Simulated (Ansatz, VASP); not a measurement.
LiReH6: VASP beside Ansatz

```
Li Re H
1.0
     4.15613    0.00000    0.00000
     0.00000    4.15613    0.00000
     0.00000    0.00000    4.15613
Li Re H
1 1 6
Direct
  0.50000 0.50000 0.50000
  0.00000 0.00000 0.00000
  0.00000 0.50000 0.74568
  0.50000 0.25432 0.00000
  0.74568 0.00000 0.50000
  0.00000 0.50000 0.25432
  0.50000 0.74568 0.00000
  0.25432 0.00000 0.50000
```

Change from the starting cell: species swapped into the V6CoIr type (Pm-3, No. 200).

Alike in both runs: task relaxation of cell and atoms; functional PBE; k mesh 4 × 4 × 4; occupations gaussian, width 0.1 eV; no spin polarisation.

|  | VASP | Ansatz |
| --- | --- | --- |
| version | VASP 6.6.1 | Ansatz 0.2.0 |
| potentials or method | VASP PAW PBE potentials, release 64 (Li_sv, Re, H), cutoff 600 eV | scalar-relativistic, plane waves, PAW |
| valence electrons in the cell | 16 | 24 |

|  | VASP | Ansatz | Ansatz less VASP |
| --- | --- | --- | --- |
| gap on the k mesh at the Fermi level, each at its own relaxed structure (eV) | none | none | - |
| relaxed volume (Å³/atom) | 5.47 | 5.44 | -0.030 |
| relaxed cell length with the largest relative difference (Å) | 3.524 | 3.518 | -0.0065 |

A gap of «none» marks a metal or a gap that the smearing closes. VASP's potentials hold 16 valence electrons a cell and Ansatz's 24, so a difference there can come from the potentials and not from the codes.

The k mesh is coarse, so the values compare programs but aren't converged. Neither program's run includes spin-orbit coupling. Noted on VASP's run: the cutoff is short for stress, so the pressure is rough; the volume moved by over 15 % at a fixed basis, so the end points are rough.
